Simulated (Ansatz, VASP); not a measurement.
AlN: VASP beside Ansatz

```
CELL_PARAMETERS angstrom
-0.08204 2.02147 2.02147
2.02147 -0.08204 2.02147
2.02147 2.02147 -0.08204
ATOMIC_POSITIONS crystal
Al 0.50000 0.50000 0.50000
N 0.00000 0.00000 0.00000
```

Alike in both runs: task single point; functional PBE; k mesh 10 × 10 × 10; occupations gaussian, width 0.05 eV; no spin polarisation.

|  | VASP | Ansatz |
| --- | --- | --- |
| version | VASP 6.6.1 | Ansatz 0.2.0 |
| potentials or method | VASP PAW PBE potentials, release 64 (Al, N), cutoff 520 eV | scalar-relativistic, plane waves, PAW |
| valence electrons in the cell | 8 | 8 |

```csv
,VASP,Ansatz,Ansatz less VASP
gap on the k mesh at the Fermi level (eV),3.30,3.31,+0.014
least direct gap on the mesh (eV),4.22,4.22,-0.007
pressure (GPa),-9.0,-8.8,+0.14
"traceless stress, the component that is largest in VASP (GPa)",10.83,10.82,-0.006
```

The functional is the same, so the differences come from potentials, cutoffs and numerics.
